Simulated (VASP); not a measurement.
GaN (gallium nitride):

```
Ga N
1.0
     3.19000    0.00000    0.00000
    -1.59500    2.76262    0.00000
     0.00000    0.00000    5.19000
Ga N
2 2
Direct
  0.33333 0.66667 0.00000
  0.66667 0.33333 0.50000
  0.33333 0.66667 0.37700
  0.66667 0.33333 0.87700
```

```yaml
Program: VASP 6.6.1
Task: relaxation of cell and atoms
Functional: PBE
Potentials_or_basis: VASP PAW PBE potentials, release 64 (Ga_d, N)
Cutoff: 600 eV
k_mesh: 8 × 8 × 5
Occupations: gaussian, width 0.01 eV
Spin: no spin polarisation
```

At the start: pressure 5.0 GPa; volume 11.43 Å³/atom.

Problem. Where does the relaxation end?

Solution. Over 10 steps the energy falls by 4.9 meV/atom and the volume is 11.76 Å³/atom (+2.8 %); space group P6_3mc (No. 186, to 0.05 Å).

Step by step:
```
step  energy change (eV)  largest force (eV/Å)  pressure (GPa)  volume (Å³)
   1              0.0000                0.0077            5.01        45.74
   2             -0.0060                0.0017           -3.82        48.15
   3             -0.0196                0.0048           -0.02        47.03
   4             -0.0196                0.0048            0.08        47.00
   5             -0.0196                0.0052            0.09        47.00
   6             -0.0196                0.0055            0.08        47.00
   7             -0.0196                0.0010           -0.04        47.04
   8             -0.0197                0.0019            0.04        47.02
   9             -0.0197                0.0003           -0.04        47.03
  10             -0.0197                0.0012            0.00        47.03
```

Final structure:
```
Ga N
1.0
     3.21821    0.00000    0.00000
    -1.60911    2.78705    0.00000
     0.00000    0.00000    5.24315
Ga N
2 2
Cartesian
  0.0000 1.8580 0.0007
  1.6091 0.9290 2.6223
  0.0000 1.8580 1.9760
  1.6091 0.9290 4.5976
```
